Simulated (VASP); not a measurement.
Crystal: BaMo.

```
Ba Mo
1.0
     2.78478   -6.36798    0.00000
     2.78478    6.36798    0.00000
     0.00000    0.00000    3.61793
Ba Mo
2 2
Direct
  0.86577 0.13423 0.25000
  0.13423 0.86577 0.75000
  0.56104 0.43896 0.25000
  0.43896 0.56104 0.75000
```

| Quantity | Value |
| --- | --- |
| Program | VASP 6.6.1 |
| Task | relaxation of cell and atoms |
| Functional | PBE |
| Potentials or basis | VASP PAW PBE potentials, release 64 (Ba_sv, Mo_sv) |
| Cutoff | 600 eV |
| k mesh | 4 × 4 × 6 |
| Occupations | gaussian, width 0.1 eV |
| Spin | no spin polarisation |

At the start: pressure 0.7 GPa; volume 32.08 Å³/atom.

**Question.** Where does the relaxation end?

**Answer.** Over 6 steps the energy falls by 12.0 meV/atom and the volume is 32.89 Å³/atom (+2.5 %); space group Cmcm (No. 63, to 0.1 Å) before and after.

The path:
```csv
step,energy change (eV),largest force (eV/Å),pressure (GPa),volume (Å³)
1,0.0000,0.2916,0.67,128.32
2,-0.0281,0.2406,0.02,130.82
3,-0.0367,0.1614,-0.58,133.30
4,-0.0416,0.3096,0.24,131.82
5,-0.0426,0.1659,0.00,132.25
6,-0.0481,0.0371,-0.03,131.55
```

Final structure:
```xyz
4
Lattice="2.7687 -6.3330 0.0000 2.7687 6.3330 0.0000 0.0000 0.0000 3.7513" Properties=species:S:1:pos:R:3 pbc="T T T"
Ba    2.7687   -4.5881    0.9378
Ba    2.7687    4.5881    2.8135
Mo    2.7687   -0.7353    0.9378
Mo    2.7687    0.7353    2.8135
```
